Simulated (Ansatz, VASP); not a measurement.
## Be5Ag3: VASP beside Ansatz

The input INCAR:

```
ALGO = Normal ; EDIFF = 1E-6
ENCUT = 600 ; GGA = PE
GGA_COMPAT = False ; ISIF = 2
ISMEAR = 0 ; LASPH = True
LCHARG = False ; LREAL = False
LWAVE = False ; NBANDS = 32
NELM = 120 ; PREC = Accurate
SIGMA = 0.1
```

The input KPOINTS:

```
k-points
0
Gamma
  6 6 2
```

Contents of POSCAR:

```
Be5Ag3
1.0
    3.6250720800      0.0000000000      0.0000000000
    0.0000000000      3.6250720800      0.0000000000
    0.0000000000      0.0000000000      7.7482590100
Be Ag
5 3
Direct
    0.0000000000      0.5000000000      0.2504879800
    0.0000000000      0.5000000000      0.7495120200
    0.5000000000      0.0000000000      0.2504879800
    0.5000000000      0.0000000000      0.7495120200
    0.0000000000      0.0000000000      0.0000000000
    0.0000000000      0.0000000000      0.5000000000
    0.5000000000      0.5000000000      0.0000000000
    0.5000000000      0.5000000000      0.5000000000
```

Input for Ansatz:

```yaml
crystal:
  lattice:
    - [3.62507208, 0.0, 0.0]
    - [0.0, 3.62507208, 0.0]
    - [0.0, 0.0, 7.74825901]
  atoms:
    - { symbol: Be, position: [0.0, 0.5, 0.25048798] }
    - { symbol: Be, position: [0.0, 0.5, 0.74951202] }
    - { symbol: Be, position: [0.5, 0.0, 0.25048798] }
    - { symbol: Be, position: [0.5, 0.0, 0.74951202] }
    - { symbol: Be, position: [0.0, 0.0, 0.0] }
    - { symbol: Ag, position: [0.0, 0.0, 0.5] }
    - { symbol: Ag, position: [0.5, 0.5, 0.0] }
    - { symbol: Ag, position: [0.5, 0.5, 0.5] }
basis:
  ecutwfc: 420
kpoints:
  mp_grid: { grid: [6, 6, 2] }
hamiltonian:
  xc: pbe
scf:
  occupations: { method: gaussian, width: 0.1 }
  lower_state_search: "off"
output:
  forces: true
  stress: true
  eigenvalues: true
```

Change from the starting cell: species swapped into the Ti3Al5 type (P4/mmm, No. 123).

Alike in both runs: task single point; functional PBE; k mesh 6 × 6 × 2; occupations gaussian, width 0.1 eV; no spin polarisation.

|  | VASP | Ansatz |
| --- | --- | --- |
| version | VASP 6.6.1 | Ansatz 0.2.0 |
| potentials or method | VASP PAW PBE potentials, release 64 (Be, Ag), cutoff 600 eV | scalar-relativistic, plane waves, PAW |
| valence electrons in the cell | 43 | 67 |

Ansatz gave:

```
gap on the k mesh at the Fermi level (eV)                     : none
pressure (GPa)                                                : -3.1
traceless stress, the component that is largest in VASP (GPa) : -7.09
rms of the force components (eV/Å)                            : 0.175
```

Problem. What did VASP give for the same quantities?

Solution. gap on the k mesh at the Fermi level (eV): none; pressure (GPa): -3.2; traceless stress, the component that is largest in VASP (GPa): -6.94; rms of the force components (eV/Å): 0.175.

Atom by atom the forces differ by 0.000 eV/Å (rms over components). A gap of «none» marks a metal or a gap that the smearing closes. VASP's potentials hold 43 valence electrons a cell and Ansatz's 67, so a difference there can come from the potentials and not from the codes.

The k mesh is coarse, so the values compare programs but aren't converged.
